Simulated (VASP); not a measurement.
Set up this calculation in VASP 6.6.1, as the native input.

```
Task                   : single point
Functional             : r2SCAN
Potentials or basis    : VASP PAW PBE potentials, release 64 (Li_sv, H)
Cutoff                 : 520 eV
k mesh                 : 10 × 10 × 10
Occupations            : gaussian, width 0.01 eV
Spin                   : no spin polarisation
Dipole correction      : no
Further INCAR settings : ALGO = Normal; EDIFF = 1e-07; NBANDS = 9
```

Crystal: LiH.

```xyz
2
Lattice="0.0000 2.1068 1.9985 2.1068 0.0000 1.9985 2.1068 2.1068 0.0000" Properties=species:S:1:pos:R:3 pbc="T T T"
Li    0.0000    0.0000    0.0000
H     2.1068    2.1068    1.9985
```

This cell differs from its parent crystal: biaxial xy strain +5.4%.

The input as run:

POSCAR

```
LiH
1.0
    0.0000000000      2.1067899106      1.9984726907
    2.1067899106      0.0000000000      1.9984726907
    2.1067899106      2.1067899106      0.0000000000
Li H
1 1
Direct
    0.0000000000      0.0000000000      0.0000000000
    0.5000000000      0.5000000000      0.5000000000
```

INCAR.step1

```
SYSTEM = LiH
ALGO = Normal
EDIFF = 1E-4
ENCUT = 520
GGA = PE
ISMEAR = 0
LASPH = .True.
LCHARG = .False.
LREAL = .False.
LWAVE = .True.
NBANDS = 9
NELM = 60
PREC = Accurate
SIGMA = 0.01
```

INCAR.step2

```
SYSTEM = LiH
ALGO = Normal
EDIFF = 1E-7
ENCUT = 520
ISIF = 2
ISMEAR = 0
ISTART = 1
LASPH = .True.
LCHARG = .True.
LELF = .True.
LMIXTAU = .True.
LREAL = .False.
LVHAR = .True.
LWAVE = .False.
METAGGA = R2SCAN
NBANDS = 9
NELM = 60
PREC = Accurate
SIGMA = 0.01
```

KPOINTS

```
k-points
0
Gamma
  10 10 10
  0 0 0
```

Potentials or basis: VASP PAW PBE potentials, release 64 (Li_sv, H).

Run with:

```sh
$ cat potpaw_PBE.64/Li_sv/POTCAR potpaw_PBE.64/H/POTCAR > POTCAR
$ cp INCAR.step1 INCAR
$ mpirun -np 1 vasp_std > vasp.out
$ cp INCAR.step2 INCAR
$ mpirun -np 1 vasp_std > vasp.out
```

It gave:

The band gap on the k mesh is 3.16 eV, indirect (least direct gap 3.53 eV).

Caveat: the cell differs from its parent crystal (biaxial xy strain +5.4%).

Wall time 40 s on 1 thread of Intel Xeon 6975P-C, with other jobs on the host, peak memory 0.14 GiB.
